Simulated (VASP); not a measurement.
Set up this calculation in VASP 6.6.1, as the native input.

```
Task                   : single point
Functional             : r2SCAN
Potentials or basis    : VASP PAW PBE potentials, release 64 (Nb_sv)
Cutoff                 : 520 eV
k mesh                 : 13 × 13 × 13
Occupations            : fermi-dirac, width 0.1 eV
Spin                   : no spin polarisation
Dipole correction      : no
Further INCAR settings : ALGO = Normal; EDIFF = 1e-06; NBANDS = 12
```

Nb:

```
Nb
1.0
     2.70947    0.00000    0.00000
     0.00000    2.70947    0.00000
     0.00000    0.00000    2.70947
Nb
1
Cartesian
  0.0000 0.0000 0.0000
```

These files were run (other wordings do the same):

POSCAR

```
Nb
1.0
    2.7094730060      0.0000000000      0.0000000000
    0.0000000000      2.7094730060      0.0000000000
    0.0000000000      0.0000000000      2.7094730060
Nb
1
Direct
    0.0000000000      0.0000000000      0.0000000000
```

INCAR.step1

```
PREC = Accurate
ENCUT = 520
ISMEAR = -1
SIGMA = 0.1
LREAL = F
LASPH = T
NELM = 60
NBANDS = 12
GGA = PE
ALGO = Normal
EDIFF = 1E-4
LWAVE = T
LCHARG = F
```

INCAR.step2

```
PREC = Accurate
ENCUT = 520
EDIFF = 1E-6
ISMEAR = -1
SIGMA = 0.1
LREAL = F
LASPH = T
NELM = 60
ALGO = Normal
ISIF = 2
LWAVE = F
LCHARG = T
METAGGA = R2SCAN
LMIXTAU = T
LELF = T
LVHAR = T
NBANDS = 12
ISTART = 1
```

KPOINTS

```
regular mesh
0
Gamma
  13 13 13
```

Potentials or basis: VASP PAW PBE potentials, release 64 (Nb_sv).

Launch:

```console
$ cat potpaw_PBE.64/Nb_sv/POTCAR > POTCAR
$ cp INCAR.step1 INCAR
$ mpirun -np 1 vasp_std > vasp.out
$ cp INCAR.step2 INCAR
$ mpirun -np 1 vasp_std > vasp.out
```

It gave:

```json
{
 "Pressure": "-0.6 GPa"
}
```

Caveat: the PAW data sets were made with another functional, which shifts forces and pressure a little.

It took 30 s on 1 thread of Intel Xeon 6975P-C, with other jobs on the host, peak memory 0.14 GiB.
